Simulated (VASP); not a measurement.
Runs of VASP 6.6.1 on LaH3. It takes space group Fm-3m (No. 225, cubic). The conventional cell has a = 5.573 Å, b = 5.573 Å, c = 5.573 Å, α = 90.00°, β = 90.00°, γ = 90.00°. Within 3.2 Å of La (site symmetry m-3m) lie 14 H at 2.41 to 2.79 Å. H (site symmetry m-3m) has 8 H at 2.41 Å and 6 La at 2.79 Å within 3.2 Å. H (site symmetry -43m) has 4 La at 2.41 Å and 10 H at 2.41 to 2.79 Å within 3.2 Å. 

```tsv
k mesh	gap on the mesh (eV)	pressure (GPa)
9 × 9 × 9	0.17	-0.4
7 × 7 × 7	0.18	-0.3
2 × 2 × 2	(a)	5.3
6 × 6 × 6	(b)	-0.3
4 × 4 × 4	0.13	0.0
```

Alike in all rows: task single point; level r2SCAN; potentials or basis VASP PAW PBE potentials, release 64 (La, H); no spin polarisation; cell as given; cutoff (eV) 520; smearing methfessel-paxton 0.1 eV.

Estimate the missing entries.

(a) 0.07; (b) 0.15.

Caveats: some runs use coarse meshes; the PAW data sets were made with another functional, which shifts forces and pressure a little; spin-orbit coupling is left out, which moves the levels of the heavy elements.

A k mesh can miss the band edges, and the runs leave out spin-orbit coupling on La.
